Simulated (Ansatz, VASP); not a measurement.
## Two plane-wave programs on Y

```
CELL_PARAMETERS angstrom
0.00000 2.55199 2.55199
2.55199 0.00000 2.55199
2.55199 2.55199 0.00000
ATOMIC_POSITIONS crystal
Y 0.00000 0.00000 0.00000
```

Alike in both runs: functional PBE; k mesh 7 × 7 × 7; occupations fermi-dirac, width 0.05 eV; non-collinear spin, spin-orbit coupling.

```csv
,VASP,Ansatz
version,VASP 6.6.1,Ansatz 0.2.0
potentials or method,"VASP PAW PBE potentials, release 64 (Y_sv)",Ansatz PAW
plane-wave cutoff (eV),520,420
valence electrons in the cell,11,11
task,single point,band structure
```

VASP gave:

| Item | Value |
| --- | --- |
| pressure (GPa) | -1.1 |
| net moment per atom (μB) | 0.00 |

**Question.** Which values does Ansatz return?

**Answer.** Pressure (GPa): -1.0; net moment per atom (μB): 0.00.
